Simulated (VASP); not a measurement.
The system is Tc3Sn.

```
Tc Sn
1.0
     0.00000    3.17219    3.17219
     3.17219    0.00000    3.17219
     3.17219    3.17219    0.00000
Tc Sn
3 1
Direct
  0.25000 0.25000 0.25000
  0.75000 0.75000 0.75000
  0.50000 0.50000 0.50000
  0.00000 0.00000 0.00000
```

Base run:

| Quantity | Value |
| --- | --- |
| Program | VASP 6.6.1 |
| Functional | PBEsol |
| Dispersion | D3(BJ) |
| Potentials or basis | VASP PAW PBE potentials, release 64 (Tc_pv, Sn_d) |
| Cutoff | 520 eV |
| k mesh | 8 × 8 × 8 |
| Occupations | fermi-dirac, width 0.05 eV |
| Spin | no spin polarisation |

Its results: pressure -15.8 GPa.

**Question.** After a change of settings the same cell gave: pressure -17.1 GPa. Which change was it?
A. k mesh from 8 × 8 × 8 to 2 × 2 × 2
B. k mesh from 8 × 8 × 8 to 3 × 3 × 3
C. k mesh from 8 × 8 × 8 to 6 × 6 × 6
D. k mesh from 8 × 8 × 8 to 4 × 4 × 4; further incar settings from ALGO = Normal; EDIFF = 1e-06; NBANDS = 34 to ALGO = Normal; EDIFF = 1e-07; NBANDS = 34

**Answer.** B.

Caveats: some runs use coarse meshes; three body term missing; the PAW data sets were made with another functional, which shifts forces and pressure a little; pairwise dispersion overbinds metals, which lowers pressure and volume.
